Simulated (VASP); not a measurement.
# SiC (m.B) in VASP: single point with PBE+D3(BJ)

Aim: the single point of SiC (m.B) with PBE+D3(BJ).

Program: VASP 6.6.1. These are calculated values, not measurements. Logs are shortened: lines on timing, memory, paths and dates and some standing lists are left out, and cuts for length are marked.

### Step 1. The cell of the first run

The cell holds a sheet with vacuum, 2 atoms: a = 3.091 Å, b = 3.091 Å, c = 23.800 Å, α = 90.00°, β = 90.00°, γ = 120.00°.

### Step 2. Single point, PBE+D3(BJ)

INCAR

```
PREC     = Accurate       # precision mode
ENCUT    = 520            # plane-wave cutoff, eV
EDIFF    = 1E-6           # SCF threshold, eV
ISMEAR   = 0              # smearing method
SIGMA    = 0.03           # smearing width, eV
LREAL    = False          # projectors in reciprocal space
LASPH    = True           # aspherical terms in the spheres
NELM     = 120            # most SCF steps
ALGO     = Normal         # electronic algorithm
ISIF     = 2              # what is computed and relaxed
LWAVE    = False          # write WAVECAR
LCHARG   = True           # write CHGCAR
LDIPOL   = True         
IDIPOL   = 3            
DIPOL    = 0.5 0.5 0.294
GGA      = PE             # functional
IVDW     = 12             # dispersion correction
LELF     = True           # ELF
LVHAR    = True         
LVACPOTAV= True         
NBANDS   = 11             # bands
GGA_COMPAT= False        
NELMDL   = -8
```

KPOINTS

```
regular mesh
0
Gamma
  12 12 1
```

POSCAR

```
SiC
1.0
    3.0912745265      0.0000000000      0.0000000000
   -1.5456372633      2.6771222701      0.0000000000
    0.0000000000      0.0000000000     23.8000000000
Si C
1 1
Direct
    0.3333333333      0.6666666667      0.2941176471
    0.6666666667      0.3333333333      0.2941176471
```

Potentials or basis: VASP PAW PBE potentials, release 64 (Si, C).

On the command line:

```sh
$ cat potpaw_PBE.64/Si/POTCAR potpaw_PBE.64/C/POTCAR > POTCAR
$ mpirun -np 1 vasp_std > vasp.out
```

OUTCAR:

```text
PREC = Accurate
   ENCUT = 520
   EDIFF = 1E-6
   ISMEAR = 0
   LREAL = False
   LASPH = True
   NELM = 120
   ISIF = 2
   GGA = PE
   IVDW = 12
   NELMDL = -8
 IVDW          = 12

 ion  position               nearest neighbor table
   1  0.333  0.667  0.294-   2 1.78   2 1.78   2 1.78
   2  0.667  0.333  0.294-   1 1.78   1 1.78   1 1.78

  LATTYP: Found a hexagonal cell.
 ALAT       =     3.0912745265
 C/A-ratio  =     7.6990897431

  Lattice vectors:

 A1 = (   3.0912745265,   0.0000000000,   0.0000000000)
 A2 = (  -1.5456372633,   2.6771222701,   0.0000000000)
 A3 = (   0.0000000000,   0.0000000000,  23.8000000000)

Analysis of symmetry for initial positions (statically):
=====================================================================
 Subroutine PRICEL returns:
 Original cell was already a primitive cell.

 Routine SETGRP: Setting up the symmetry group for a
 hexagonal supercell.

 Subroutine GETGRP returns: Found 12 space group operations
 (whereof  6 operations were pure point group operations)
 out of a pool of 24 trial point group operations.

The static configuration has the point symmetry C_3v.
 The point group associated with its full space group is D_3h.

Analysis of symmetry for dynamics (positions and initial velocities):
=====================================================================
 Subroutine PRICEL returns:
 Original cell was already a primitive cell.

 Routine SETGRP: Setting up the symmetry group for a
 hexagonal supercell.

 Subroutine GETGRP returns: Found 12 space group operations
 (whereof  6 operations were pure point group operations)
 out of a pool of 24 trial point group operations.

The dynamic configuration has the point symmetry C_3v.
 The point group associated with its full space group is D_3h.

 Subroutine INISYM returns: Found 12 space group operations
 (whereof  6 operations are pure point group operations),
 and found     1 'primitive' translations

----------------------------------------------------------------------------------------

                                     Primitive cell

  volume of cell :     196.9621

  direct lattice vectors                    reciprocal lattice vectors
     3.091274526  0.000000000  0.000000000     0.323491166  0.186767712  0.000000000
    -1.545637263  2.677122270  0.000000000     0.000000000  0.373535423  0.000000000
     0.000000000  0.000000000 23.800000000     0.000000000  0.000000000  0.042016807

  length of vectors
     3.091274526  3.091274527 23.800000000     0.373535423  0.373535423  0.042016807

  position of ions in fractional coordinates (direct lattice)
     0.333333333  0.666666667  0.294117647
     0.666666667  0.333333333  0.294117647

  ion indices of the primitive-cell ions
   primitive index   ion index
                 1           1
                 2           2

----------------------------------------------------------------------------------------

 KPOINTS: regular mesh

Automatic generation of k-mesh.
 Grid dimensions read from file:
 generate k-points for:   12   12    1

 Generating k-lattice:

  Cartesian coordinates                     Fractional coordinates (reciprocal lattice)
     0.026957597  0.015563976  0.000000000     0.083333333 -0.000000000  0.000000000
     0.000000000  0.031127952  0.000000000     0.000000000  0.083333333  0.000000000
     0.000000000  0.000000000  0.042016807     0.000000000  0.000000000  1.000000000

  Length of vectors
     0.031127952  0.031127952  0.042016807

  Shift w.r.t. Gamma in fractional coordinates (k-lattice)
     0.000000000  0.000000000  0.000000000

 Subroutine IBZKPT returns following result:
 ===========================================

 Found     19 irreducible k-points:

 Following reciprocal coordinates:
            Coordinates               Weight
  0.000000  0.000000  0.000000      1.000000
  0.083333 -0.000000  0.000000      6.000000
  0.166667 -0.000000  0.000000      6.000000
  0.250000  0.000000  0.000000      6.000000
  0.333333  0.000000  0.000000      6.000000
  0.416667  0.000000  0.000000      6.000000
[... 11 lines left out ...]
  0.333333  0.250000  0.000000     12.000000
  0.333333  0.333333  0.000000      2.000000
   k-points           NKPTS =     19   k-points in BZ     NKDIM =     19   number of bands    NBANDS=     11
   number of dos      NEDOS =    301   number of ions     NIONS =      2
   total plane-waves  NPLWV = 103680
   dimension x,y,z NGX =    24 NGY =   24 NGZ =  180
   dimension x,y,z NGXF=    48 NGYF=   48 NGZF=  360
   ions per type =               1   1
   NGX,Y,Z   is equivalent  to a cutoff of  12.91, 12.91, 12.57 a.u.
   NGXF,Y,Z  is equivalent  to a cutoff of  25.81, 25.81, 25.15 a.u.
 SYSTEM =  unknown system
   PREC   = accura    normal or accurate (medium, high low for compatibility)
   ISTART =      0    job   : 0-new  1-cont  2-samecut
   ICHARG =      2    charge: 1-file 2-atom 10-const
   ISPIN  =      1    spin polarized calculation?
   LNONCOLLINEAR =      F non collinear calculations
   LSORBIT =      F    spin-orbit coupling
   LASPH  =      T    aspherical Exc in radial PAW
   ENCUT  =  520.0 eV  38.22 Ry    6.18 a.u.   5.75  5.75 44.25*2*pi/ulx,y,z
   NELM   =    120;   NELMIN=  2; NELMDL= -8     # of ELM steps
   EDIFF  = 0.1E-05   stopping-criterion for ELM
   LREAL  =      F    real-space projection
   EDIFFG = 0.1E-04   stopping-criterion for IOM
   NSW    =      0    number of steps for IOM
   IBRION =     -1    ionic relax: 0-MD 1-quasi-New 2-CG
   NFREE  =      0    steps in history (QN), initial steepest desc. (CG)
   ISIF   =      2    stress and relaxation
   ISYM   =      2    0-nonsym 1-usesym 2-fastsym
   POTIM  = 0.5000    time-step for ionic-motion
   TEBEG  =    0.0;   TEEND  =   0.0 temperature during run
   PSTRESS=    0.0 pullay stress
   NELECT =       8.0000    total number of electrons
   NUPDOWN=      -1.0000    fix difference up-down
   EMIN   =  10.00;   EMAX   =-10.00  energy-range for DOS
   EFERMI =   0.00;   METHOD = LEGACY
   ISMEAR =     0;   SIGMA  =   0.03  broadening in eV -4-tet -1-fermi 0-gaus
   EFERMI_NEDOS =   21; number of points for ismear=-14 and -15
   IALGO  =     38    algorithm
   IMIX   =      4    mixing-type and parameters
     AMIX     =   0.40;   BMIX     =  1.00
     AMIX_MAG =   1.60;   BMIX_MAG =  1.00
  volume/ion in A,a.u.               =      98.48       664.58
  Fermi-wavevector in a.u.,A,eV,Ry     =   0.562744  1.063431  4.308698  0.316680
  Thomas-Fermi vector in A             =   1.599592
   LORBIT       =      0    0 simple, 1 ext, 2 COOP (PROOUT), +10 PAW based schemes
   GGA     = PE    functional components
   LHFCALC =     F    Hartree Fock is set to
   AEXX    =    0.0000 exact exchange contribution
   IVDW    =    12    specifies the selected vdW correction
   LEPSILON=     F    determine dielectric tensor
   LRPA    =     F    only Hartree local field effects (RPA)
 non-spin polarized calculation
 Gauss-broadening in eV      SIGMA  =   0.03
  energy-cutoff  :      520.00
  volume of cell :      196.96
 maximum number of plane-waves:      5328
 NGX is ok and might be reduce to    24
   NGX = 11   NGY = 11   NGZ = 89

 dipolmoment           0.000000      0.000000     -0.000001 electrons x Angstroem

 number of electron       8.0000000 magnetization

 dipolmoment           0.000000      0.000000      0.000005 electrons x Angstroem

 Free energy of the ion-electron system (eV)
  ---------------------------------------------------
  ext. energy  EPLUGINS =         0.00000000
  ---------------------------------------------------
  free energy    TOTEN  =       -14.05343570 eV

  energy without entropy =      -14.05343570  energy(sigma->0) =      -14.05343570

 E-fermi :  -3.4864     XC(G=0):  -1.8459

 val. band max:       -3.6385205550   @ k =   0.3333   0.3333   0.0000
 cond. band min:      -1.0922840902   @ k =   0.5000   0.0000   0.0000
 fundamental gap:      2.5462364647
 Fermi energy:        -3.4864492204

 k-point     1 :       0.0000    0.0000    0.0000
  band No.  band energies     occupation
      1     -17.3400      2.00000
      2      -7.4156      2.00000
      3      -4.9647      2.00000
      4      -4.9647      2.00000
      5      -0.5668      0.00000
      6       1.0755      0.00000
      7       1.3910      0.00000
      8       1.9615      0.00000
      9       2.0069      0.00000
     10       3.0124      0.00000
     11       3.4213      0.00000

 k-point     2 :       0.0833   -0.0000    0.0000
  band No.  band energies     occupation
      1     -17.2254      2.00000
      2      -7.2956      2.00000
      3      -5.4650      2.00000
      4      -5.1002      2.00000
      5      -0.3782      0.00000
      6       1.2069      0.00000
      7       1.5400      0.00000
      8       2.1254      0.00000
      9       2.1424      0.00000
     10       3.1461      0.00000
     11       3.5182      0.00000

 k-point     3 :       0.1667   -0.0000    0.0000
  band No.  band energies     occupation
      1     -16.8857      2.00000
      2      -6.9394      2.00000
      3      -6.6664      2.00000
      4      -5.4359      2.00000
      5       0.0612      0.00000
      6       1.5752      0.00000
      7       1.9610      0.00000
      8       2.3651      0.00000
      9       2.5247      0.00000
     10       3.0205      0.00000
     11       3.6229      0.00000
[... 197 lines left out ...]
 k-point    18 :       0.3333    0.2500    0.0000
  band No.  band energies     occupation
      1     -14.0197      2.00000
      2     -10.9054      2.00000
      3      -8.8124      2.00000
      4      -3.9070      2.00000
      5      -0.8958      0.00000
      6       3.1268      0.00000
      7       3.6858      0.00000
      8       4.7337      0.00000
      9       6.4367      0.00000
     10       6.6034      0.00000
     11       6.8775      0.00000

 k-point    19 :       0.3333    0.3333    0.0000
  band No.  band energies     occupation
      1     -13.7876      2.00000
      2     -10.8962      2.00000
      3      -9.3005      2.00000
      4      -3.6385      2.00000
      5      -1.0727      0.00000
      6       3.2774      0.00000
      7       3.6161      0.00000
      8       5.1868      0.00000
      9       6.9078      0.00000
     10       7.8144      0.00000
     11       7.9344      0.00000

------------------------ aborting loop because EDIFF is reached ----------------------------------------

 Edisp (eV)   -0.24411

 E8    (eV) :    -0.0968

  FORCE on cell =-STRESS in cart. coord.  units (eV):
  Direction    XX          YY          ZZ          XY          YZ          ZX
  --------------------------------------------------------------------------------------
  -------------------------------------------------------------------------------------
  Total      -0.01836    -0.01836    -0.00612     0.00000    -0.00000     0.00000
  in kB      -0.14938    -0.14938    -0.04976     0.00000    -0.00000     0.00000
  external pressure =       -0.12 kB  Pullay stress =        0.00 kB

 VOLUME and BASIS-vectors are now :
 -----------------------------------------------------------------------------
  energy-cutoff  :      520.00
  volume of cell :      196.96
      direct lattice vectors                 reciprocal lattice vectors
     3.091274526  0.000000000  0.000000000     0.323491166  0.186767712  0.000000000
    -1.545637263  2.677122270  0.000000000     0.000000000  0.373535423  0.000000000
     0.000000000  0.000000000 23.800000000     0.000000000  0.000000000  0.042016807

 POSITION                                       TOTAL-FORCE (eV/Angst)
 -----------------------------------------------------------------------------------
     -0.00000      1.78475      7.00000        -0.000000     -0.000000     -0.000000
      1.54564      0.89237      7.00000         0.000000      0.000000      0.000000
 -----------------------------------------------------------------------------------
    total drift:                                0.000000     -0.000000      0.000047

  FREE ENERGIE OF THE ION-ELECTRON SYSTEM (eV)
  ---------------------------------------------------
  free  energy   TOTEN  =       -14.2975492498 eV

  energy  without entropy=      -14.2975492498  energy(sigma->0) =      -14.29754925

 vacuum level on the upper side and lower side of the slab         1.389         1.389
```

Run time: 57 s. Hardware: 1 thread of Intel Xeon Platinum 8375C at 2.90GHz (Ice Lake), shared host; peak memory 0.31 GiB.

What came out:

* Free energy: -14.2975 eV
* Band gap on the k mesh: 2.55 eV, indirect (least direct gap 2.57 eV)
* Dispersion energy per atom: -0.122 eV
